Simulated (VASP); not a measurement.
# AlN in VASP: further runs

The runs below take AlN through single point, with PBE.

The COD entry that gives the cell may itself be a prediction, so a difference from it is no test against experiment.

All numbers are computed with VASP 6.6.1; they aren't measurements. Logs are shortened: lines on timing, memory, paths and dates and some standing lists are left out, and cuts for length are marked.

## 1. The cell of the first run

The structure is cubic, space group Fm-3m (No. 225). Conventional cell: a = 3.938 Å, b = 3.938 Å, c = 3.938 Å, α = 90.00°, β = 90.00°, γ = 90.00°. Al (site symmetry m-3m) has 6 N at 1.97 Å within 2.6 Å. Within 2.6 Å of N (site symmetry m-3m) lie 6 Al at 1.97 Å.

## 2. Single point, PBE

File INCAR:

```
SYSTEM = AlN
  ALGO = Normal
  EDIFF = 1E-6
  ENCUT = 600
  GGA = PE
  GGA_COMPAT = .False.
  ISIF = 2
  ISMEAR = 0
  LASPH = .True.
  LCHARG = .False.
  LREAL = .False.
  LWAVE = .False.
  NBANDS = 11
  NELM = 120
  PREC = Accurate
  SIGMA = 0.05
```

File KPOINTS:

```
k-points
0
Gamma
  8 8 8
  0 0 0
```

File POSCAR:

```
AlN
1.0
    0.0000000000      1.9690000000      1.9690000000
    1.9690000000      0.0000000000      1.9690000000
    1.9690000000      1.9690000000      0.0000000000
Al N
1 1
Direct
    0.0000000000      0.0000000000      0.0000000000
    0.5000000000      0.5000000000      0.5000000000
```

Potentials or basis: VASP PAW PBE potentials, release 64 (Al, N).

Run with:

```sh
$ cat potpaw_PBE.64/Al/POTCAR potpaw_PBE.64/N/POTCAR > POTCAR
$ mpirun -np 1 vasp_std > vasp.out
```

OUTCAR:

```text
SYSTEM = AlN
   EDIFF = 1E-6
   ENCUT = 600
   GGA = PE
   ISIF = 2
   ISMEAR = 0
   LASPH = .True.
   LREAL = .False.
   NELM = 120
   PREC = Accurate

 ion  position               nearest neighbor table
   1  0.000  0.000  0.000-   2 1.97   2 1.97   2 1.97   2 1.97   2 1.97   2 1.97
   2  0.500  0.500  0.500-   1 1.97   1 1.97   1 1.97   1 1.97   1 1.97   1 1.97

  LATTYP: Found a face centered cubic cell.
 ALAT       =     3.9380000000

  Lattice vectors:

 A1 = (   0.0000000000,   1.9690000000,   1.9690000000)
 A2 = (   1.9690000000,   0.0000000000,   1.9690000000)
 A3 = (   1.9690000000,   1.9690000000,   0.0000000000)

Analysis of symmetry for initial positions (statically):
=====================================================================
 Subroutine PRICEL returns:
 Original cell was already a primitive cell.

 Routine SETGRP: Setting up the symmetry group for a
 face centered cubic supercell.

 Subroutine GETGRP returns: Found 48 space group operations
 (whereof 48 operations were pure point group operations)
 out of a pool of 48 trial point group operations.

The static configuration has the point symmetry O_h .

Analysis of symmetry for dynamics (positions and initial velocities):
=====================================================================
 Subroutine PRICEL returns:
 Original cell was already a primitive cell.

 Routine SETGRP: Setting up the symmetry group for a
 face centered cubic supercell.

 Subroutine GETGRP returns: Found 48 space group operations
 (whereof 48 operations were pure point group operations)
 out of a pool of 48 trial point group operations.

The dynamic configuration has the point symmetry O_h .

 Subroutine INISYM returns: Found 48 space group operations
 (whereof 48 operations are pure point group operations),
 and found     1 'primitive' translations

----------------------------------------------------------------------------------------

                                     Primitive cell

  volume of cell :      15.2675

  direct lattice vectors                    reciprocal lattice vectors
     0.000000000  1.969000000  1.969000000    -0.253936008  0.253936008  0.253936008
     1.969000000  0.000000000  1.969000000     0.253936008 -0.253936008  0.253936008
     1.969000000  1.969000000  0.000000000     0.253936008  0.253936008 -0.253936008

  length of vectors
     2.784586504  2.784586504  2.784586504     0.439830068  0.439830068  0.439830068

  position of ions in fractional coordinates (direct lattice)
     0.000000000  0.000000000  0.000000000
     0.500000000  0.500000000  0.500000000

  ion indices of the primitive-cell ions
   primitive index   ion index
                 1           1
                 2           2

----------------------------------------------------------------------------------------

 KPOINTS: k-points

Automatic generation of k-mesh.
 Grid dimensions read from file:
 generate k-points for:    8    8    8

 Generating k-lattice:

  Cartesian coordinates                     Fractional coordinates (reciprocal lattice)
    -0.031742001  0.031742001  0.031742001     0.125000000  0.000000000  0.000000000
     0.031742001 -0.031742001  0.031742001     0.000000000  0.125000000  0.000000000
     0.031742001  0.031742001 -0.031742001     0.000000000  0.000000000  0.125000000

  Length of vectors
     0.054978758  0.054978758  0.054978758

  Shift w.r.t. Gamma in fractional coordinates (k-lattice)
     0.000000000  0.000000000  0.000000000

 Subroutine IBZKPT returns following result:
 ===========================================

 Found     29 irreducible k-points:

 Following reciprocal coordinates:
            Coordinates               Weight
  0.000000  0.000000  0.000000      1.000000
  0.125000  0.000000  0.000000      8.000000
  0.250000  0.000000  0.000000      8.000000
  0.375000  0.000000  0.000000      8.000000
  0.500000  0.000000  0.000000      4.000000
  0.125000  0.125000  0.000000      6.000000
[... 16 lines left out ...]
  0.500000  0.250000  0.125000     48.000000
 -0.375000  0.250000  0.125000     24.000000
 [... further k-points ...]
   k-points           NKPTS =     29   k-points in BZ     NKDIM =     29   number of bands    NBANDS=     11
   number of dos      NEDOS =    301   number of ions     NIONS =      2
   total plane-waves  NPLWV =  13824
   dimension x,y,z NGX =    24 NGY =   24 NGZ =   24
   dimension x,y,z NGXF=    48 NGYF=   48 NGZF=   48
   ions per type =               1   1
   NGX,Y,Z   is equivalent  to a cutoff of  14.33, 14.33, 14.33 a.u.
   NGXF,Y,Z  is equivalent  to a cutoff of  28.66, 28.66, 28.66 a.u.
 SYSTEM =  AlN
   PREC   = accura    normal or accurate (medium, high low for compatibility)
   ISTART =      0    job   : 0-new  1-cont  2-samecut
   ICHARG =      2    charge: 1-file 2-atom 10-const
   ISPIN  =      1    spin polarized calculation?
   LNONCOLLINEAR =      F non collinear calculations
   LSORBIT =      F    spin-orbit coupling
   LASPH  =      T    aspherical Exc in radial PAW
   ENCUT  =  600.0 eV  44.10 Ry    6.64 a.u.   5.56  5.56  5.56*2*pi/ulx,y,z
   NELM   =    120;   NELMIN=  2; NELMDL= -5     # of ELM steps
   EDIFF  = 0.1E-05   stopping-criterion for ELM
   LREAL  =      F    real-space projection
   EDIFFG = 0.1E-04   stopping-criterion for IOM
   NSW    =      0    number of steps for IOM
   IBRION =     -1    ionic relax: 0-MD 1-quasi-New 2-CG
   NFREE  =      0    steps in history (QN), initial steepest desc. (CG)
   ISIF   =      2    stress and relaxation
   ISYM   =      2    0-nonsym 1-usesym 2-fastsym
   POTIM  = 0.5000    time-step for ionic-motion
   TEBEG  =    0.0;   TEEND  =   0.0 temperature during run
   PSTRESS=    0.0 pullay stress
   NELECT =       8.0000    total number of electrons
   NUPDOWN=      -1.0000    fix difference up-down
   EMIN   =  10.00;   EMAX   =-10.00  energy-range for DOS
   EFERMI =   0.00;   METHOD = LEGACY
   ISMEAR =     0;   SIGMA  =   0.05  broadening in eV -4-tet -1-fermi 0-gaus
   EFERMI_NEDOS =   21; number of points for ismear=-14 and -15
   IALGO  =     38    algorithm
   IMIX   =      4    mixing-type and parameters
     AMIX     =   0.40;   BMIX     =  1.00
     AMIX_MAG =   1.60;   BMIX_MAG =  1.00
  volume/ion in A,a.u.               =       7.63        51.51
  Fermi-wavevector in a.u.,A,eV,Ry     =   1.319823  2.494104 23.700443  1.741933
  Thomas-Fermi vector in A             =   2.449694
   LORBIT       =      0    0 simple, 1 ext, 2 COOP (PROOUT), +10 PAW based schemes
   GGA     = PE    functional components
   LHFCALC =     F    Hartree Fock is set to
   AEXX    =    0.0000 exact exchange contribution
   IVDW    =     0    specifies the selected vdW correction
   LEPSILON=     F    determine dielectric tensor
   LRPA    =     F    only Hartree local field effects (RPA)
 non-spin polarized calculation
 Gauss-broadening in eV      SIGMA  =   0.05
  energy-cutoff  :      600.00
  volume of cell :       15.27
 maximum number of plane-waves:       531
 NGX is ok and might be reduce to    24
   NGX = 11   NGY = 11   NGZ = 11

 number of electron       8.0000000 magnetization

 Free energy of the ion-electron system (eV)
  ---------------------------------------------------
  ext. energy  EPLUGINS =         0.00000000
  ---------------------------------------------------
  free energy    TOTEN  =       -14.40938276 eV

  energy without entropy =      -14.40938276  energy(sigma->0) =      -14.40938276

 E-fermi :  11.2481     XC(G=0): -12.6611

 val. band max:       11.0249986061   @ k =   0.0000   0.0000   0.0000
 cond. band min:      16.1830433390   @ k =   0.5000   0.5000   0.0000
 fundamental gap:      5.1580447329
 Fermi energy:        11.2481145843

 k-point     1 :       0.0000    0.0000    0.0000
  band No.  band energies     occupation
      1      -7.2697      2.00000
      2      11.0250      2.00000
      3      11.0250      2.00000
      4      11.0250      2.00000
      5      17.8931      0.00000
      6      23.4441      0.00000
      7      23.4441      0.00000
      8      23.4441      0.00000
      9      28.8043      0.00000
     10      29.4033      0.00000
     11      29.4033      0.00000

 k-point     2 :       0.1250    0.0000    0.0000
  band No.  band energies     occupation
      1      -6.9257      2.00000
      2       9.5016      2.00000
      3      10.8115      2.00000
      4      10.8115      2.00000
      5      18.6612      0.00000
      6      22.3194      0.00000
      7      23.9338      0.00000
      8      23.9338      0.00000
      9      27.6936      0.00000
     10      27.6936      0.00000
     11      30.3511      0.00000

 k-point     3 :       0.2500    0.0000    0.0000
  band No.  band energies     occupation
      1      -5.9424      2.00000
      2       6.5019      2.00000
      3      10.3504      2.00000
      4      10.3504      2.00000
      5      18.6097      0.00000
      6      22.8941      0.00000
      7      23.9213      0.00000
      8      23.9213      0.00000
      9      27.8952      0.00000
     10      27.8952      0.00000
     11      29.3801      0.00000

 k-point     4 :       0.3750    0.0000    0.0000
  band No.  band energies     occupation
      1      -4.5532      2.00000
      2       3.6064      2.00000
      3       9.9471      2.00000
      4       9.9471      2.00000
      5      17.9259      0.00000
      6      23.0438      0.00000
      7      23.0438      0.00000
      8      24.6939      0.00000
      9      28.3887      0.00000
     10      30.5992      0.00000
     11      30.5992      0.00000

 k-point     5 :       0.5000    0.0000    0.0000
  band No.  band energies     occupation
      1      -3.6838      2.00000
      2       2.1981      2.00000
      3       9.7932      2.00000
      4       9.7932      2.00000
      5      17.6730      0.00000
      6      22.6810      0.00000
      7      22.6810      0.00000
      8      25.5222      0.00000
      9      28.0426      0.00000
     10      32.6223      0.00000
     11      32.6223      0.00000
[... 211 lines left out ...]
 k-point    21 :       0.5000    0.5000    0.0000
  band No.  band energies     occupation
      1      -2.5891      2.00000
      2       3.0963      2.00000
      3       8.0169      2.00000
      4       8.0169      2.00000
      5      16.1830      0.00000
      6      16.4216      0.00000
      7      26.0723      0.00000
      8      29.5640      0.00000
      9      29.5640      0.00000
     10      35.1278      0.00000
     11      38.8567      0.00000

 k-point    22 :       0.3750    0.2500    0.1250
  band No.  band energies     occupation
      1      -5.1278      2.00000
      2       6.1194      2.00000
      3       8.2426      2.00000
      4       9.7143      2.00000
      5      20.0076      0.00000
      6      20.6821      0.00000
      7      22.0268      0.00000
      8      25.8070      0.00000
      9      26.8838      0.00000
     10      31.4666      0.00000
     11      33.8071      0.00000

 k-point    23 :       0.5000    0.2500    0.1250
  band No.  band energies     occupation
      1      -3.8731      2.00000
      2       4.2102      2.00000
      3       7.2638      2.00000
      4       9.1398      2.00000
      5      19.9240      0.00000
      6      20.8723      0.00000
      7      22.5568      0.00000
      8      25.1975      0.00000
      9      28.8698      0.00000
     10      32.1597      0.00000
     11      34.1332      0.00000

 k-point    24 :      -0.3750    0.2500    0.1250
  band No.  band energies     occupation
      1      -3.1332      2.00000
      2       3.1211      2.00000
      3       7.0321      2.00000
      4       8.8594      2.00000
      5      20.0091      0.00000
      6      20.2766      0.00000
      7      24.1506      0.00000
      8      24.6537      0.00000
      9      30.0733      0.00000
     10      31.2089      0.00000
     11      34.5382      0.00000

 [... further k-points ...]
[... 5 lines left out ...]
  --------------------------------------------------------------------------------------
  -------------------------------------------------------------------------------------
  Total        2.8563318      2.8563318      2.8563318      0.0000000      0.0000000      0.0000000
  in kB      299.7451059    299.7451059    299.7451059      0.0000000      0.0000000      0.0000000
  external PRESSURE =     299.7451059 kB  Pullay stress =       0.0000000 kB

 VOLUME and BASIS-vectors are now :
 -----------------------------------------------------------------------------
  energy-cutoff  :      600.00
  volume of cell :       15.27
      direct lattice vectors                 reciprocal lattice vectors
     0.000000000  1.969000000  1.969000000    -0.253936008  0.253936008  0.253936008
     1.969000000  0.000000000  1.969000000     0.253936008 -0.253936008  0.253936008
     1.969000000  1.969000000  0.000000000     0.253936008  0.253936008 -0.253936008

 POSITION                                       TOTAL-FORCE (eV/Angst)
 -----------------------------------------------------------------------------------
      0.00000      0.00000      0.00000         0.000000     -0.000000      0.000000
      1.96900      1.96900      1.96900         0.000000      0.000000      0.000000
 -----------------------------------------------------------------------------------
    total drift:                               -0.000000     -0.000000      0.000000

  FREE ENERGIE OF THE ION-ELECTRON SYSTEM (eV)
  ---------------------------------------------------
  free  energy   TOTEN  =       -14.4093827609 eV

  energy  without entropy=      -14.4093827609  energy(sigma->0) =      -14.40938276
```

Wall time 4.5 s (1 thread of AMD EPYC 9R45 (Zen 5), shared host); peak memory 0.1 GiB.

Results:

| Quantity | Value |
| --- | --- |
| Free energy | -14.4094 eV |
| Pressure | 30.0 GPa |
| Band gap on the k mesh | 5.16 eV, indirect (least direct gap 6.87 eV) |

A k mesh can miss the band edges.

## 3. Single point, PBE

File INCAR:

```
SYSTEM = AlN
ALGO = Normal
EDIFF = 1E-6
ENCUT = 600
GGA = PE
GGA_COMPAT = .False.
ISIF = 2
ISMEAR = 0
LASPH = .True.
LCHARG = .False.
LREAL = .False.
LWAVE = .False.
NBANDS = 11
NELM = 120
PREC = Accurate
SIGMA = 0.05
```

KPOINTS is that of step 2.

File POSCAR:

```
AlN
1.0
    0.0000000000      1.9942463388      1.9194621011
    1.9942463388      0.0000000000      1.9194621011
    1.9942463388      1.9942463388      0.0000000000
Al N
1 1
Direct
    0.0000000000      0.0000000000      0.0000000000
    0.5000000000      0.5000000000      0.5000000000
```

Potentials or basis: VASP PAW PBE potentials, release 64 (Al, N).

Run with:

```sh
$ cat potpaw_PBE.64/Al/POTCAR potpaw_PBE.64/N/POTCAR > POTCAR
$ mpirun -np 1 vasp_std > vasp.out
```

Run time: 8 s. Hardware: 1 thread of AMD EPYC 9R45 (Zen 5), shared host; peak memory 0.11 GiB.

The run converged. Its results:

| Property | Result |
| --- | --- |
| Free energy | -14.3878 eV |
| Pressure | 30.9 GPa |
| Band gap on the k mesh | 4.81 eV, indirect (least direct gap 6.74 eV) |

Stress tensor (GPa, compression positive):
```
24.85  0.00  0.00
 0.00 24.85  0.00
 0.00  0.00 42.96
```

Levels at points of the mesh, in eV from the valence-band top:
```csv
k point,band 1,band 2,band 3,band 4,band 5,band 6,band 7,band 8,band 9
"(0.00, 0.00, 0.00)",-18.39,-0.28,0.00,0.00,6.74,12.17,12.17,12.70,17.63
"(0.50, 0.00, 0.00)",-14.80,-8.92,-1.41,-1.25,6.51,11.11,12.13,14.37,16.95
"(0.50, 0.50, 0.00)",-13.49,-7.88,-3.31,-3.31,4.81,5.08,15.27,18.19,18.19
"(0.50, 0.00, 0.50)",-13.82,-8.09,-3.24,-2.74,5.22,5.45,14.79,17.92,19.27
```

A k mesh can miss the band edges.
